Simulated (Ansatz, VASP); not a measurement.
# One calculation of Cr2O3, two programs

```xyz
5
Lattice="3.7279 0.0000 0.0000 0.0000 3.7279 0.0000 0.0000 0.0000 3.7279" Properties=species:S:1:pos:R:3 pbc="T T T"
Cr    1.8639    1.8639    1.8639
Cr    0.0000    0.0000    0.0000
O     1.8639    0.0000    0.0000
O     0.0000    1.8639    0.0000
O     0.0000    0.0000    1.8639
```

Change from the starting cell: species swapped into the Tl2F3 type (Pm-3m, No. 221).

Alike in both runs: functional PBE; k mesh 10 × 10 × 10; occupations gaussian, width 0.1 eV; collinear spin.

Ansatz relaxed the structure, and its values are those at the end. VASP's run is a single point on that final structure, the one shown.

```csv
,VASP,Ansatz
version,VASP 6.6.1,Ansatz 0.2.0
potentials or method,"VASP PAW PBE potentials, release 64 (Cr_pv, O), cutoff 520 eV","scalar-relativistic, plane waves, PAW"
valence electrons in the cell,42,46
```

VASP gave:

* gap on the k mesh at the Fermi level (eV): none
* pressure (GPa): 0.3
* net moment per atom (μB): 1.19
* size of the moment on the site where the two differ most (μB): 1.86

Which values does Ansatz return?

gap on the k mesh at the Fermi level (eV): none; pressure (GPa): 0.0; net moment per atom (μB): 1.19; size of the moment on the site where the two differ most (μB): 1.56.

Site moments also hang on the region over which each program counts them. A gap of «none» marks a metal or a gap that the smearing closes. VASP's potentials hold 42 valence electrons a cell and Ansatz's 46, so a difference there can come from the potentials and not from the codes.
